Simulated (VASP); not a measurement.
# Cd (Im-3m) in VASP: further runs

Runs on Cd. Level: PBEsol. Tasks: single point.

All numbers are computed with VASP 6.6.1; they aren't measurements. Logs are shortened: lines on timing, memory, paths and dates and some standing lists are left out, and cuts for length are marked.

**1. The cell of the first run**

It takes space group Im-3m (No. 229, cubic). The conventional cell has a = 2.733 Å, b = 2.733 Å, c = 2.733 Å, α = 90.00°, β = 90.00°, γ = 90.00°. Within 3.1 Å of Cd (site symmetry m-3m) lie 14 Cd at 2.37 to 2.73 Å.

**2. Single point, PBEsol**

INCAR

```
PREC     = Accurate       # precision mode
ENCUT    = 520            # plane-wave cutoff, eV
EDIFF    = 1E-7           # SCF threshold, eV
ISMEAR   = -1             # smearing method
SIGMA    = 0.1            # smearing width, eV
LREAL    = False          # projectors in reciprocal space
LASPH    = True           # aspherical terms in the spheres
NELM     = 100            # most SCF steps
ALGO     = Normal         # electronic algorithm
ISIF     = 2              # what is computed and relaxed
LWAVE    = False          # write WAVECAR
LCHARG   = True           # write CHGCAR
GGA      = PS             # functional
LELF     = True           # ELF
LVHAR    = True         
NBANDS   = 12             # bands
```

KPOINTS

```
Automatic mesh
0
Gamma
  20 20 20
```

POSCAR

```
Cd
1.0
   -1.3665357523      1.3665357523      1.3665357523
    1.3665357523     -1.3665357523      1.3665357523
    1.3665357523      1.3665357523     -1.3665357523
Cd
1
Direct
    0.0000000000      0.0000000000      0.0000000000
```

Potentials or basis: VASP PAW PBE potentials, release 64 (Cd).

Launch:

```sh
$ cat potpaw_PBE.64/Cd/POTCAR > POTCAR
$ mpirun -np 1 vasp_std > vasp.out
```

OUTCAR:

```text
PREC = Accurate
   ENCUT = 520
   EDIFF = 1E-7
   ISMEAR = -1
   LREAL = False
   LASPH = True
   NELM = 100
   ISIF = 2
   GGA = PS

 ion  position               nearest neighbor table
   1  0.000  0.000  0.000-

  LATTYP: Found a body centered cubic cell.
 ALAT       =     2.7330715046

  Lattice vectors:

 A1 = (  -1.3665357523,   1.3665357523,   1.3665357523)
 A2 = (   1.3665357523,  -1.3665357523,   1.3665357523)
 A3 = (   1.3665357523,   1.3665357523,  -1.3665357523)

Analysis of symmetry for initial positions (statically):
=====================================================================
 Subroutine PRICEL returns:
 Original cell was already a primitive cell.

 Routine SETGRP: Setting up the symmetry group for a
 body centered cubic supercell.

 Subroutine GETGRP returns: Found 48 space group operations
 (whereof 48 operations were pure point group operations)
 out of a pool of 48 trial point group operations.

The static configuration has the point symmetry O_h .

Analysis of symmetry for dynamics (positions and initial velocities):
=====================================================================
 Subroutine PRICEL returns:
 Original cell was already a primitive cell.

 Routine SETGRP: Setting up the symmetry group for a
 body centered cubic supercell.

 Subroutine GETGRP returns: Found 48 space group operations
 (whereof 48 operations were pure point group operations)
 out of a pool of 48 trial point group operations.

The dynamic configuration has the point symmetry O_h .

 Subroutine INISYM returns: Found 48 space group operations
 (whereof 48 operations are pure point group operations),
 and found     1 'primitive' translations

----------------------------------------------------------------------------------------

                                     Primitive cell

  volume of cell :      10.2076

  direct lattice vectors                    reciprocal lattice vectors
    -1.366535752  1.366535752  1.366535752     0.000000000  0.365888707  0.365888707
     1.366535752 -1.366535752  1.366535752     0.365888707  0.000000000  0.365888707
     1.366535752  1.366535752 -1.366535752     0.365888707  0.365888707  0.000000000

  length of vectors
     2.366909353  2.366909353  2.366909353     0.517444772  0.517444772  0.517444772
[... 77 lines left out ...]
   ENCUT  =  520.0 eV  38.22 Ry    6.18 a.u.   4.40  4.40  4.40*2*pi/ulx,y,z
   NELM   =    100;   NELMIN=  2; NELMDL= -5     # of ELM steps
   EDIFF  = 0.1E-06   stopping-criterion for ELM
   LREAL  =      F    real-space projection
   EDIFFG = 0.1E-05   stopping-criterion for IOM
   NSW    =      0    number of steps for IOM
   IBRION =     -1    ionic relax: 0-MD 1-quasi-New 2-CG
   NFREE  =      0    steps in history (QN), initial steepest desc. (CG)
   ISIF   =      2    stress and relaxation
   ISYM   =      2    0-nonsym 1-usesym 2-fastsym
   POTIM  = 0.5000    time-step for ionic-motion
   TEBEG  =    0.0;   TEEND  =   0.0 temperature during run
   PSTRESS=    0.0 pullay stress
   NELECT =      12.0000    total number of electrons
   NUPDOWN=      -1.0000    fix difference up-down
   EMIN   =  10.00;   EMAX   =-10.00  energy-range for DOS
   EFERMI =   0.00;   METHOD = LEGACY
   ISMEAR =    -1;   SIGMA  =   0.10  broadening in eV -4-tet -1-fermi 0-gaus
   EFERMI_NEDOS =   21; number of points for ismear=-14 and -15
   IALGO  =     38    algorithm
   IMIX   =      4    mixing-type and parameters
     AMIX     =   0.40;   BMIX     =  1.00
     AMIX_MAG =   1.60;   BMIX_MAG =  1.00
  volume/ion in A,a.u.               =      10.21        68.88
  Fermi-wavevector in a.u.,A,eV,Ry     =   1.727803  3.265074 40.617521  2.985304
  Thomas-Fermi vector in A             =   2.802858
   LORBIT       =      0    0 simple, 1 ext, 2 COOP (PROOUT), +10 PAW based schemes
   GGA     = PS    functional components
   LHFCALC =     F    Hartree Fock is set to
   AEXX    =    0.0000 exact exchange contribution
   IVDW    =     0    specifies the selected vdW correction
   LEPSILON=     F    determine dielectric tensor
   LRPA    =     F    only Hartree local field effects (RPA)
 non-spin polarized calculation
  energy-cutoff  :      520.00
  volume of cell :       10.21
 maximum number of plane-waves:       285
 NGX is ok and might be reduce to    18
   NGX =  9   NGY =  9   NGZ =  9

 number of electron      11.9999996 magnetization

 Free energy of the ion-electron system (eV)
  ---------------------------------------------------
  ext. energy  EPLUGINS =         0.00000000
  ---------------------------------------------------
  free energy    TOTEN  =         4.05637174 eV

  energy without entropy =        4.06459014  energy(sigma->0) =        4.06048094

 E-fermi :  13.7421     XC(G=0): -15.8209

 val. band max:       13.7411968733   @ k =   0.5000   0.0000   0.0000
 cond. band min:      13.7476670471   @ k =   0.5000   0.5000   0.0500
 fundamental gap:      0.0064701738
 Fermi energy:        13.7421468499

 k-point     1 :       0.0000    0.0000    0.0000
  band No.  band energies     occupation
      1      -5.5229      2.00000
      2      -2.2684      2.00000
      3      -2.2684      2.00000
      4      -2.2684      2.00000
      5       0.3461      2.00000
      6       0.3461      2.00000
      7      29.6623      0.00000
      8      29.6623      0.00000
      9      29.6623      0.00000
     10      38.5998      0.00000
     11      38.5998      0.00000
     12      42.5333      0.00000
[... 331 lines left out ...]
 k-point    24 :       0.2500    0.1000   -0.0000
  band No.  band energies     occupation
      1      -3.9325      2.00000
      2      -3.2108      2.00000
      3      -0.9980      2.00000
      4      -0.1212      2.00000
      5       0.6195      2.00000
      6       1.9677      2.00000
      7      21.1953      0.00000
      8      25.0097      0.00000
      9      29.4588      0.00000
     10      32.8254      0.00000
     11      38.2143      0.00000
     12      38.8677      0.00000

 [... further k-points ...]
[... 5 lines left out ...]
  --------------------------------------------------------------------------------------
  -------------------------------------------------------------------------------------
  Total       20.7732680     20.7732680     20.7732680      0.0000000      0.0000000     -0.0000000
  in kB     3260.5616758   3260.5616758   3260.5616758      0.0000000      0.0000000     -0.0000000
  external PRESSURE =    3260.5616758 kB  Pullay stress =       0.0000000 kB

 VOLUME and BASIS-vectors are now :
 -----------------------------------------------------------------------------
  energy-cutoff  :      520.00
  volume of cell :       10.21
      direct lattice vectors                 reciprocal lattice vectors
    -1.366535752  1.366535752  1.366535752     0.000000000  0.365888707  0.365888707
     1.366535752 -1.366535752  1.366535752     0.365888707  0.000000000  0.365888707
     1.366535752  1.366535752 -1.366535752     0.365888707  0.365888707  0.000000000

 POSITION                                       TOTAL-FORCE (eV/Angst)
 -----------------------------------------------------------------------------------
      0.00000      0.00000      0.00000         0.000000     -0.000000      0.000000
 -----------------------------------------------------------------------------------
    total drift:                                0.000000      0.000000      0.000000

  FREE ENERGIE OF THE ION-ELECTRON SYSTEM (eV)
  ---------------------------------------------------
  free  energy   TOTEN  =         4.0563717431 eV

  energy  without entropy=        4.0645901443  energy(sigma->0) =        4.06048094
```

stdout:

```text
POSCAR found type information on POSCAR Cd
 POSCAR found :  1 types and       1 ions
 scaLAPACK will be used
 -----------------------------------------------------------------------------
|                                                                             |
|                                                                             |
|     You enforced a specific xc type in the INCAR file but a different       |
|     I HOPE YOU KNOW WHAT YOU ARE DOING!                                     |
|                                                                             |
 -----------------------------------------------------------------------------

 LDA part: xc-table for (Slater+PW92), standard interpolation
 POSCAR, INCAR and KPOINTS ok, starting setup
 FFT: planning ... GRIDC
 FFT: planning ... GRID_SOFT
 FFT: planning ... GRID
 WAVECAR not read
 entering main loop
```

Wall time 15 s (1 thread of Intel Xeon Platinum 8488C (Sapphire Rapids), shared host); peak memory 0.14 GiB.

What came out:

```yaml
Free_energy: 4.0564 eV
Pressure: 326.1 GPa
Band_gap_on_the_k_mesh: zero (band 6 reaches 15.82 eV, above the bottom of band 7 at 13.24 eV)
```

Caveat: the PAW data sets were made with another functional, which shifts forces and pressure a little.

**3. Single point, PBEsol**

INCAR

```
  PREC = Accurate
  ENCUT = 520
  EDIFF = 1E-7
  ISMEAR = -1
  SIGMA = 0.1
  LREAL = False
  LASPH = True
  NELM = 80
  ALGO = Normal
  ISIF = 2
  LWAVE = False
  LCHARG = False
  GGA = PS
  NBANDS = 12
```

KPOINTS

```
regular mesh
0
Gamma
  20 20 20
```

POSCAR

```
Cd
1.0
   -1.3666262033      1.3666262033      1.3666262033
    1.3666262033     -1.3666262033      1.3666262033
    1.3666262033      1.3666262033     -1.3666262033
Cd
1
Direct
    0.0000000000      0.0000000000      0.0000000000
```

Potentials or basis: VASP PAW PBE potentials, release 64 (Cd).

Launch:

```sh
$ cat potpaw_PBE.64/Cd/POTCAR > POTCAR
$ mpirun -np 1 vasp_std > vasp.out
```

It took 15 s on 1 thread of Intel Xeon Platinum 8488C (Sapphire Rapids), shared host; peak memory 0.14 GiB.

It converged, with:

* Free energy: 4.0522 eV
* Pressure: 325.8 GPa
* Band gap on the k mesh: zero (band 6 reaches 15.82 eV, above the bottom of band 7 at 13.23 eV)

Levels at points of the mesh, in eV from the Fermi level:
| k point | band 3 | band 4 | band 5 | band 6 | band 7 | band 8 | band 9 | band 10 |
| --- | --- | --- | --- | --- | --- | --- | --- | --- |
| (0.00, 0.00, 0.00) | -16.01 | -16.01 | -13.39 | -13.39 | 15.92 | 15.92 | 15.92 | 24.86 |
| (0.50, 0.00, 0.00) | -13.46 | -13.10 | -11.32 | -8.38 | 0.00 | 9.87 | 13.84 | 20.15 |
| (0.50, 0.50, 0.50) | -11.83 | -11.83 | -11.83 | 2.08 | 2.08 | 2.08 | 11.46 | 11.46 |

Caveat: the PAW data sets were made with another functional, which shifts forces and pressure a little.
